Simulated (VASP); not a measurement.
## Sc3TlAs4: single point with PBEsol

The system is Sc3TlAs4.

```
CELL_PARAMETERS angstrom
-2.72846 2.73429 5.64433
2.72957 -2.73408 5.64480
2.72635 2.73199 -5.64420
ATOMIC_POSITIONS crystal
Sc 0.48755 0.48385 0.96689
Sc 0.24628 0.74122 0.48285
Sc 0.74606 0.24109 0.48294
Tl 0.06689 0.05596 0.11836
As 0.98602 0.55399 0.53558
As 0.73073 0.72624 0.97605
As 0.56352 0.98214 0.54128
As 0.25431 0.24975 0.97599
```

```yaml
Program: VASP 6.6.1
Task: single point
Functional: PBEsol
Potentials_or_basis: VASP PAW PBE potentials, release 64 (Sc_sv, Tl_d, As)
Cutoff: 520 eV
k_mesh: 4 × 4 × 4
Occupations: fermi-dirac, width 0.05 eV
Spin: no spin polarisation
Dipole_correction: no
Further_INCAR_settings: ALGO = Normal; EDIFF = 1e-06; NBANDS = 43
```

The pressure is 0.2 GPa, the largest force is 0.020 eV/Å and the band gap on the k mesh is zero (bands 33 and 34 overlap by 1.21 eV).

Forces in eV/Å, atoms in the order of the input:
```
Sc  -0.003 -0.002 -0.002
Sc   0.001 -0.001 -0.001
Sc  -0.001  0.000  0.001
Tl  -0.001 -0.010  0.000
As   0.008 -0.009  0.000
As   0.000  0.001  0.010
As  -0.004  0.019  0.002
As   0.000  0.001 -0.011
```

Stress tensor (GPa, compression positive):
```
 0.28 -0.01 -0.01
-0.01  0.21  0.00
-0.01  0.00  0.19
```

Levels at points of the mesh, in eV from the Fermi level:
| k point | band 31 | band 32 | band 33 | band 34 | band 35 | band 36 |
| --- | --- | --- | --- | --- | --- | --- |
| (0.00, 0.00, 0.00) | -0.64 | -0.18 | 0.75 | 0.82 | 0.89 | 1.47 |
| (0.50, 0.00, 0.00) | -1.40 | -0.91 | -0.33 | 1.15 | 1.61 | 1.68 |
| (0.00, 0.50, 0.00) | -1.40 | -0.92 | -0.34 | 1.16 | 1.60 | 1.68 |
| (0.50, 0.50, 0.00) | -1.43 | -1.17 | 0.60 | 1.51 | 2.05 | 2.16 |
| (0.00, 0.00, 0.50) | -1.53 | -1.25 | 0.64 | 1.52 | 1.98 | 2.10 |
| (0.50, 0.00, 0.50) | -1.40 | -0.92 | -0.34 | 1.16 | 1.60 | 1.68 |
| (0.00, 0.50, 0.50) | -1.40 | -0.91 | -0.34 | 1.15 | 1.61 | 1.68 |
| (0.50, 0.50, 0.50) | -0.97 | -0.80 | -0.69 | -0.47 | 0.16 | 0.56 |

It took 7 min on 1 thread of AMD EPYC 7R13 Processor (Zen 3), with other jobs on the host, peak memory 0.51 GiB.

Caveat: the PAW data sets were made with another functional, which shifts forces and pressure a little; spin-orbit coupling is left out, which moves the levels of the heavy elements.
